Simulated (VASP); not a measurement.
The system is HfO2.

```
Hf O
1.0
     0.00000    2.52918    2.39438
     2.52918    0.00000    2.39438
     2.52918    2.52918    0.00000
Hf O
1 2
Direct
  0.00000 0.00000 0.00000
  0.25000 0.25000 0.25000
  0.75000 0.75000 0.75000
```

This cell differs from its parent crystal: uniaxial z strain -5.3%.

Base run:

| Property | Result |
| --- | --- |
| Program | VASP 6.6.1 |
| Functional | r2SCAN |
| Potentials or basis | VASP PAW PBE potentials, release 64 (Hf_pv, O) |
| Cutoff | 520 eV |
| k mesh | 8 × 8 × 8 |
| Occupations | gaussian, width 0.01 eV |
| Spin | no spin polarisation |

Its results: band gap on the k mesh 3.76 eV, indirect (least direct gap 3.96 eV); pressure 12.3 GPa.

Question: The run is repeated on the same cell with these changes: functional from r2SCAN to PBE; occupations from gaussian, width 0.01 eV to fermi-dirac, width 0.02 eV. What comes out?

Answer: Band gap on the k mesh 3.23 eV, indirect (least direct gap 3.47 eV); pressure 18.4 GPa.

Caveats: spin-orbit coupling is left out, which moves the levels of the heavy elements; the PAW data sets were made with another functional, which shifts forces and pressure a little (some runs).

A k mesh can miss the band edges.
